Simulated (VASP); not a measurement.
Crystal: GaAs.

```
CELL_PARAMETERS angstrom
0.00000 2.87509 2.87509
2.87509 0.00000 2.87509
2.87509 2.87509 0.00000
ATOMIC_POSITIONS crystal
Ga 0.00000 0.00000 0.00000
As 0.75000 0.75000 0.75000
```

| Quantity | Value |
| --- | --- |
| Program | VASP 6.6.1 |
| Task | relaxation of cell and atoms |
| Functional | LDA |
| Potentials or basis | VASP PAW LDA potentials, release 64 (Ga_d, As) |
| Cutoff | 600 eV |
| k mesh | 12 × 12 × 12 |
| Occupations | gaussian, width 0.1 eV |
| Spin | no spin polarisation |

At the start: pressure -4.6 GPa; volume 23.77 Å³/atom.

Q: How do energy, volume and symmetry change on relaxing?

A: Over 3 steps the energy falls by 25.9 meV/atom and the volume is 22.08 Å³/atom (-7.1 %); space group F-43m (No. 216, to 0.1 Å) before and after.

The path:
| step | energy change (eV) | largest force (eV/Å) | pressure (GPa) | volume (Å³) |
| --- | --- | --- | --- | --- |
| 1 | 0.0000 | 0.0000 | -4.59 | 47.53 |
| 2 | -0.0444 | 0.0000 | 2.10 | 43.00 |
| 3 | -0.0519 | 0.0000 | 0.03 | 44.16 |

Final structure:
```
Ga As
1.0
     0.00000    2.80534    2.80534
     2.80534    0.00000    2.80534
     2.80534    2.80534    0.00000
Ga As
1 1
Direct
  0.00000 0.00000 0.00000
  0.75000 0.75000 0.75000
```
